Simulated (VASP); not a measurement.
# BaTe (Fm-3m) in VASP: dielectric tensor with PBE+D3(BJ)

Aim: the dielectric tensor of BaTe with PBE+D3(BJ).

Program: VASP 6.6.1. These are calculated values, not measurements. Logs are shortened: lines on timing, memory, paths and dates and some standing lists are left out, and cuts for length are marked.

## Step 1: The cell of the first run

It takes space group Fm-3m (No. 225, cubic). The conventional cell has a = 6.820 Å, b = 6.820 Å, c = 6.820 Å, α = 90.00°, β = 90.00°, γ = 90.00°. Within 4.5 Å of Ba (site symmetry m-3m) lie 6 Te at 3.41 Å. Te (site symmetry m-3m) has 6 Ba at 3.41 Å within 4.5 Å.

## Step 2: Dielectric tensor, PBE+D3(BJ)

Input file INCAR:

```
SYSTEM = BaTe
  ALGO = Normal
  EDIFF = 1E-8
  ENCUT = 520
  GGA = PE
  ISIF = 2
  ISMEAR = 0
  ISYM = 0
  IVDW = 12
  LASPH = .True.
  LCHARG = .False.
  LEPSILON = .True.
  LREAL = .False.
  LWAVE = .False.
  NELM = 100
  PREC = Accurate
  SIGMA = 0.01
```

Input file KPOINTS:

```
Automatic mesh
0
Gamma
  4 4 4
  0.5 0.5 0.5
```

Input file POSCAR:

```
BaTe
1.0
    4.8224680000      0.0000000000      0.0000000000
    2.4112340000      4.1763797969      0.0000000000
    2.4112340000      1.3921265990      3.9375286336
Ba Te
1 1
Direct
    0.0000000000      0.0000000000      0.0000000000
    0.5000000000      0.5000000000      0.5000000000
```

Potentials or basis: VASP PAW PBE potentials, release 64 (Ba_sv, Te).

The run is started by

```console
cat potpaw_PBE.64/Ba_sv/POTCAR potpaw_PBE.64/Te/POTCAR > POTCAR
mpirun -np 1 vasp_std > vasp.out
```

OUTCAR:

```text
SYSTEM = BaTe
   EDIFF = 1E-8
   ENCUT = 520
   GGA = PE
   ISIF = 2
   ISMEAR = 0
   ISYM = 0
   IVDW = 12
   LASPH = .True.
   LEPSILON = .True.
   LREAL = .False.
   NELM = 100
   PREC = Accurate
 IVDW          = 12

 ion  position               nearest neighbor table
   1  0.000  0.000  0.000-   2 3.41   2 3.41   2 3.41   2 3.41   2 3.41   2 3.41
   2  0.500  0.500  0.500-   1 3.41   1 3.41   1 3.41   1 3.41   1 3.41   1 3.41

IMPORTANT INFORMATION: All symmetrisations will be switched off!
NOSYMM: (Re-)initialisation of all symmetry stuff for point group C_1.

----------------------------------------------------------------------------------------

                                     Primitive cell

  volume of cell :      79.3036

  direct lattice vectors                    reciprocal lattice vectors
     4.822468000  0.000000000  0.000000000     0.207362703 -0.119720912 -0.084655469
     2.411234000  4.176379797  0.000000000     0.000000000  0.239441825 -0.084655469
     2.411234000  1.392126599  3.937528634     0.000000000  0.000000000  0.253966407

  length of vectors
     4.822468000  4.822468000  4.822468000     0.253966407  0.253966407  0.253966407

  position of ions in fractional coordinates (direct lattice)
[... 8 lines left out ...]
----------------------------------------------------------------------------------------

 KPOINTS: Automatic mesh

Automatic generation of k-mesh.
 Grid dimensions read from file:
 generate k-points for:    4    4    4

 Generating k-lattice:

  Cartesian coordinates                     Fractional coordinates (reciprocal lattice)
     0.051840676 -0.029930228 -0.021163867     0.250000000  0.000000000  0.000000000
     0.000000000  0.059860456 -0.021163867     0.000000000  0.250000000 -0.000000000
     0.000000000  0.000000000  0.063491602     0.000000000  0.000000000  0.250000000

  Length of vectors
     0.063491602  0.063491602  0.063491602

  Shift w.r.t. Gamma in fractional coordinates (k-lattice)
     0.500000000  0.500000000  0.500000000

 Subroutine IBZKPT returns following result:
 ===========================================

 Found    128 irreducible k-points:

 Following reciprocal coordinates:
            Coordinates               Weight
  0.125000  0.125000  0.125000      2.000000
  0.125000  0.000000  0.000000      2.000000
  0.000000  0.000000 -0.125000      2.000000
  0.000000  0.125000  0.000000      2.000000
  0.375000  0.125000  0.125000      2.000000
  0.125000  0.375000  0.125000      2.000000
[... 16 lines left out ...]
  0.000000  0.500000 -0.125000      2.000000
  0.500000  0.000000 -0.125000      2.000000
 [... further k-points ...]
   k-points           NKPTS =    128   k-points in BZ     NKDIM =    128   number of bands    NBANDS=     12
   number of dos      NEDOS =    301   number of ions     NIONS =      2
   total plane-waves  NPLWV =  46656
   dimension x,y,z NGX =    36 NGY =   36 NGZ =   36
   dimension x,y,z NGXF=    72 NGYF=   72 NGZF=   72
   ions per type =               1   1
   NGX,Y,Z   is equivalent  to a cutoff of  12.41, 12.41, 12.41 a.u.
   NGXF,Y,Z  is equivalent  to a cutoff of  24.82, 24.82, 24.82 a.u.
 SYSTEM =  BaTe
   PREC   = accura    normal or accurate (medium, high low for compatibility)
   ISTART =      0    job   : 0-new  1-cont  2-samecut
   ICHARG =      2    charge: 1-file 2-atom 10-const
   ISPIN  =      1    spin polarized calculation?
   LNONCOLLINEAR =      F non collinear calculations
   LSORBIT =      F    spin-orbit coupling
   LASPH  =      T    aspherical Exc in radial PAW
   ENCUT  =  520.0 eV  38.22 Ry    6.18 a.u.   8.97  8.97  8.97*2*pi/ulx,y,z
   NELM   =    100;   NELMIN=  2; NELMDL= -5     # of ELM steps
   EDIFF  = 0.1E-07   stopping-criterion for ELM
   LREAL  =      F    real-space projection
   EDIFFG = 0.1E-06   stopping-criterion for IOM
   NSW    =      0    number of steps for IOM
   IBRION =     -1    ionic relax: 0-MD 1-quasi-New 2-CG
   NFREE  =      0    steps in history (QN), initial steepest desc. (CG)
   ISIF   =      2    stress and relaxation
   ISYM   =      0    0-nonsym 1-usesym 2-fastsym
   POTIM  = 0.5000    time-step for ionic-motion
   TEBEG  =    0.0;   TEEND  =   0.0 temperature during run
   PSTRESS=    0.0 pullay stress
   NELECT =      16.0000    total number of electrons
   NUPDOWN=      -1.0000    fix difference up-down
   EMIN   =  10.00;   EMAX   =-10.00  energy-range for DOS
   EFERMI =   0.00;   METHOD = LEGACY
   ISMEAR =     0;   SIGMA  =   0.01  broadening in eV -4-tet -1-fermi 0-gaus
   EFERMI_NEDOS =   21; number of points for ismear=-14 and -15
   IALGO  =     38    algorithm
[... 23 lines left out ...]

 E-fermi :   2.6463     XC(G=0):  -8.5642

 val. band max:        2.5153377619   @ k =   0.0000   0.1250   0.0000
 cond. band min:       4.5238251036   @ k =  -0.3750   0.5000  -0.0000
 fundamental gap:      2.0084873416
 Fermi energy:         2.6462521429

 k-point     1 :       0.1250    0.1250    0.1250
  band No.  band energies     occupation
      1     -24.0295      2.00000
      2      -9.3182      2.00000
      3      -9.2076      2.00000
      4      -9.2076      2.00000
      5      -6.7696      2.00000
      6       2.2322      2.00000
      7       2.5153      2.00000
      8       2.5153      2.00000
      9       5.7138      0.00000
     10       5.8735      0.00000
     11       5.8735      0.00000
     12       6.7108      0.00000
[... 331 lines left out ...]
 k-point    24 :       0.5000    0.0000   -0.1250
  band No.  band energies     occupation
      1     -24.0110      2.00000
      2      -9.7554      2.00000
      3      -9.2521      2.00000
      4      -9.2342      2.00000
      5      -6.0520      2.00000
      6       0.5368      2.00000
      7       1.5438      2.00000
      8       1.6109      2.00000
      9       6.4775      0.00000
     10       7.7043      0.00000
     11       7.9422      0.00000
     12       8.1314      0.00000

 [... further k-points ...]

  FORCE on cell =-STRESS in cart. coord.  units (eV):
  Direction    XX          YY          ZZ          XY          YZ          ZX
  --------------------------------------------------------------------------------------
  -------------------------------------------------------------------------------------
  Total       1.36638     1.36638     1.36638     0.00000     0.00000     0.00000
  in kB      27.60518    27.60517    27.60517     0.00000     0.00000     0.00000
  external pressure =       27.61 kB  Pullay stress =        0.00 kB

 VOLUME and BASIS-vectors are now :
 -----------------------------------------------------------------------------
  energy-cutoff  :      520.00
  volume of cell :       79.30
      direct lattice vectors                 reciprocal lattice vectors
     4.822468000  0.000000000  0.000000000     0.207362703 -0.119720912 -0.084655469
     2.411234000  4.176379797  0.000000000     0.000000000  0.239441825 -0.084655469
     2.411234000  1.392126599  3.937528634     0.000000000  0.000000000  0.253966407

 POSITION                                       TOTAL-FORCE (eV/Angst)
 -----------------------------------------------------------------------------------
      0.00000      0.00000      0.00000        -0.000000      0.000000     -0.000000
      4.82247      2.78425      1.96876         0.000000     -0.000000      0.000000
 -----------------------------------------------------------------------------------
    total drift:                               -0.000000     -0.000000     -0.000000

  FREE ENERGIE OF THE ION-ELECTRON SYSTEM (eV)
  ---------------------------------------------------
  free  energy   TOTEN  =        -9.1928661926 eV

  energy  without entropy=       -9.1928661926  energy(sigma->0) =       -9.19286619

 HEAD OF MICROSCOPIC STATIC DIELECTRIC TENSOR (INDEPENDENT PARTICLE, excluding Hartree and local field effects)
 ------------------------------------------------------
           6.995864     0.000012     0.000004
          -0.000012     6.995854    -0.000009
          -0.000001    -0.000007     6.995858
 ------------------------------------------------------

 Free energy of the ion-electron system (eV)
  ---------------------------------------------------
  ---------------------------------------------------
  free energy    TOTEN  =        -1.34716771 eV

  energy without entropy =       -1.34716771

------------------------ aborting loop because EDIFF is reached ----------------------------------------

 Edisp (eV)   -0.67858

 E8    (eV) :    -0.3500
[... 7 lines left out ...]
 E8    (eV) :    -0.3500

--------------------------------------- Ionic step        3  -------------------------------------------

 Free energy of the ion-electron system (eV)
  ---------------------------------------------------
  ---------------------------------------------------
  free energy    TOTEN  =        -1.34716772 eV

  energy without entropy =       -1.34716772

------------------------ aborting loop because EDIFF is reached ----------------------------------------

 Edisp (eV)   -0.67858

 E8    (eV) :    -0.3500

 PIEZOELECTRIC TENSOR FIELD DIRECTION 3  (e Angst)
 -----------------------------------------------------------------------------
     0.00046  0.00022 -0.00112           ( -0.00001  0.00000 -0.00001)
     0.00022  0.00018 -0.00064           (  0.00000 -0.00001 -0.00000)
    -0.00112 -0.00064  0.00162           ( -0.00001 -0.00000 -0.00001)

 PIEZOELECTRIC TENSOR FIELD DIRECTION 3  (C/m^2)
 -----------------------------------------------------------------------------
     0.00009  0.00004 -0.00023
     0.00004  0.00004 -0.00013
    -0.00023 -0.00013  0.00033

 MACROSCOPIC STATIC DIELECTRIC TENSOR (including local field effects in DFT)
 ------------------------------------------------------
           6.469783     0.000010     0.000003
          -0.000010     6.469763    -0.000009
          -0.000002    -0.000010     6.469772
 ------------------------------------------------------

 PIEZOELECTRIC TENSOR (including local field effects)  for field in x, y, z        (e  Angst)
          XX          YY          ZZ          XY          YZ          ZX
  --------------------------------------------------------------------------------
  x    -0.00216    -0.00025    -0.00040    -0.00074     0.00023     0.00104
  y    -0.00032    -0.00106    -0.00022    -0.00096     0.00077     0.00023
  z     0.00046     0.00018     0.00162     0.00022    -0.00064    -0.00112

 PIEZOELECTRIC TENSOR (including local field effects)  for field in x, y, z        (C/m^2)
          XX          YY          ZZ          XY          YZ          ZX
  --------------------------------------------------------------------------------
  x    -0.00044    -0.00005    -0.00008    -0.00015     0.00005     0.00021
  y    -0.00006    -0.00021    -0.00004    -0.00019     0.00016     0.00005
  z     0.00009     0.00004     0.00033     0.00004    -0.00013    -0.00023

 BORN EFFECTIVE CHARGES (including local field effects) (in |e|, cummulative output)
 ---------------------------------------------------------------------------------
 ion    1
    1     2.55935     0.00001     0.00001
    2    -0.00000     2.55936     0.00000
    3     0.00000    -0.00000     2.55937
 ion    2
    1    -2.55935    -0.00001    -0.00001
    2     0.00000    -2.55936    -0.00000
    3    -0.00000     0.00000    -2.55937
```

Wall time 46 min (1 thread of Oxide Virtual Turin-like, shared host); peak memory 0.49 GiB.

Results:

| Item | Value |
| --- | --- |
| Band gap on the k mesh | 2.01 eV, indirect (least direct gap 2.27 eV) |
| Electronic dielectric tensor (diagonal) | 6.47 |
| Born charges (mean of the diagonal) | Ba +2.56; Te -2.56 e |
| Dispersion energy per atom | -0.339 eV |

Levels at points of the mesh, in eV from the valence-band top:
```csv
k point,band 6,band 7,band 8,band 9,band 10,band 11
"(0.12, 0.12, 0.12)",-0.28,0.00,0.00,3.20,3.36,3.36
```

Electronic dielectric tensor:
```
6.47 0.00 0.00
0.00 6.47 0.00
0.00 0.00 6.47
```

Born effective charge tensors (e):
atom 1, Ba
```
2.56 0.00 0.00
0.00 2.56 0.00
0.00 0.00 2.56
```
atom 2, Te
```
-2.56  0.00  0.00
 0.00 -2.56  0.00
 0.00  0.00 -2.56
```

Caveat: three body term missing; spin-orbit coupling is left out, which moves the levels of the heavy elements. PBE gaps usually lie below the measured ones, often by a third to a half.
